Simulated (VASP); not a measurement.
Write the native input for VASP 6.6.1 that does the following.

| Property | Result |
| --- | --- |
| Task | electric field gradients |
| Functional | PBE |
| Potentials or basis | VASP PAW PBE potentials, release 64 (Cd, I) |
| Cutoff | 400 eV |
| k mesh | 8 × 8 × 1 |
| Occupations | fermi-dirac, width 0.02 eV |
| Spin | no spin polarisation |
| Dipole correction | no |
| Further INCAR settings | ALGO = Normal; EDIFF = 1e-08; NBANDS = 64 |

The structure of CdI2 lies in POSCAR:

```
CdI2
1.0
    4.2862280072      0.0000000000      0.0000000000
   -2.1431140036      3.7119823406      0.0000000000
    0.0000000000      0.0000000000     29.1069907800
Cd I
4 8
Direct
    0.0000000000      0.0000000000      0.0000000000
    0.6666666667      0.3333333333      0.7499465900
    0.3333333333      0.6666666667      0.2500534100
    0.0000000000      0.0000000000      0.5000000000
    0.0000000000      0.0000000000      0.3091694100
    0.6666666667      0.3333333333      0.4410975400
    0.0000000000      0.0000000000      0.6908305900
    0.3333333333      0.6666666667      0.5589024600
    0.3333333333      0.6666666667      0.8091336400
    0.6666666667      0.3333333333      0.9411025400
    0.6666666667      0.3333333333      0.1908663600
    0.3333333333      0.6666666667      0.0588974600
```

One way to write it, as run:

INCAR

```
PREC = Accurate
ENCUT = 400
EDIFF = 1E-8
ISMEAR = -1
SIGMA = 0.02
LREAL = False
LASPH = True
NELM = 120
ALGO = Normal
ISIF = 2
LWAVE = False
LCHARG = False
GGA = PE
LEFG = True
NBANDS = 64
GGA_COMPAT = False
```

KPOINTS

```
regular mesh
0
Gamma
  8 8 1
```

Potentials or basis: VASP PAW PBE potentials, release 64 (Cd, I).

Command:

```sh
$ cat potpaw_PBE.64/Cd/POTCAR potpaw_PBE.64/I/POTCAR > POTCAR
$ mpirun -np 1 vasp_std > vasp.out
```

It gave:

```
Pressure                                : 0.6 GPa
Largest force                           : 0.101 eV/Å
Band gap on the k mesh                  : 2.33 eV (least direct gap 2.48 eV)
Largest electric field gradient by atom : Cd +2.5, +1.9, +2.6 (each value once); I -58.2, -63.5, -61.5 (each value once) V/Å²
```

Caveat: without QUAD_EFG the Cq values of the log hold for a quadrupole moment of 1 mb, not for the nuclei; spin-orbit coupling is left out, which moves the levels of the heavy elements; this functional lacks dispersion, which binds layers or chains, so the pressure and a relaxed spacing across them are unreliable.

Wall time 5.7 min on 1 thread of AMD EPYC 7R13 Processor (Zen 3), on a shared host, peak memory 0.4 GiB.
